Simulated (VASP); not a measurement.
HfN: single point with PBE

The system is HfN, a wire with vacuum.

```xyz
28
Lattice="14.6000 0.0000 0.0000 0.0000 15.7000 0.0000 0.0000 0.0000 8.3805" Properties=species:S:1:pos:R:3 pbc="T T T"
Hf    8.5849    7.8500    0.5836
Hf    6.6857    4.9017    2.8594
Hf    6.6857   10.7983    2.8594
Hf    4.6798    7.8500    4.9489
Hf    7.9143    4.9017    8.3146
Hf    7.9143   10.7983   -0.0659
Hf    6.0151    7.8500    2.2099
Hf    9.9202    7.8500    6.2251
Hf    5.0500    6.3769    7.7082
Hf    9.5500    6.3769    3.4658
Hf    7.3000    9.4250    5.5870
Hf    5.0500    9.3231    7.7082
Hf    9.5500    9.3231    3.4658
Hf    7.3000    6.2750    5.5870
N     9.9669    7.8500    2.0270
N     8.1860    4.9596    4.0968
N     8.1860   10.7404    4.0968
N     6.0642    7.8500    6.6201
N     4.6331    7.8500    0.7665
N     8.5358    7.8500    4.5539
N     6.4140    4.9596    7.0772
N     6.4140   10.7404    7.0772
N     7.3000    6.2555    1.3967
N     5.6554    9.3096    3.8492
N     8.9446    9.3096    7.3248
N     7.3000    9.4445    1.3967
N     5.6554    6.3904    3.8492
N     8.9446    6.3904    7.3248
```

| Item | Value |
| --- | --- |
| Program | VASP 6.6.1 |
| Task | single point |
| Functional | PBE |
| Potentials or basis | VASP PAW PBE potentials, release 64 (Hf_pv, N) |
| Cutoff | 520 eV |
| k mesh | 1 × 1 × 7 |
| Occupations | gaussian, width 0.05 eV |
| Spin | no spin polarisation |

* Largest force: 0.141 eV/Å
* Band gap on the k mesh: 0.23 eV (least direct gap 0.24 eV)

Forces in eV/Å, atoms in the order of the input:
```
Hf  -0.028  0.000 -0.042
Hf   0.034  0.107  0.014
Hf   0.034 -0.107  0.014
Hf   0.140  0.000 -0.017
Hf  -0.034  0.107 -0.014
Hf  -0.034 -0.107 -0.014
Hf   0.028  0.000  0.042
Hf  -0.140  0.000  0.017
Hf   0.094  0.086 -0.010
Hf  -0.094  0.086  0.010
Hf   0.000 -0.015  0.000
Hf   0.094 -0.086 -0.010
Hf  -0.094 -0.086  0.010
Hf   0.000  0.015  0.000
N   -0.061  0.000  0.079
N   -0.012  0.094 -0.001
N   -0.012 -0.094 -0.001
N   -0.039  0.000 -0.028
N    0.061  0.000 -0.079
N    0.039  0.000  0.028
N    0.012  0.094  0.001
N    0.012 -0.094  0.001
N    0.000  0.006  0.000
N    0.038 -0.035  0.003
N   -0.038 -0.035 -0.003
N    0.000 -0.006  0.000
N    0.038  0.035  0.003
N   -0.038  0.035 -0.003
```

Levels at points of the mesh, in eV from the valence-band top:
| k point | band 101 | band 102 | band 103 | band 104 | band 105 | band 106 | band 107 | band 108 | band 109 | band 110 |
| --- | --- | --- | --- | --- | --- | --- | --- | --- | --- | --- |
| (0.00, 0.00, 0.00) | -0.43 | -0.16 | -0.14 | -0.05 | 0.00 | 0.25 | 0.40 | 0.50 | 0.56 | 0.62 |

It took 77 min on 1 thread of Oxide Virtual Turin-like Processor, on a shared host, peak memory 1.8 GiB.

Caveat: semilocal functionals underestimate gaps, and a narrow one can read as zero; spin-orbit coupling is left out, which moves the levels of the heavy elements.
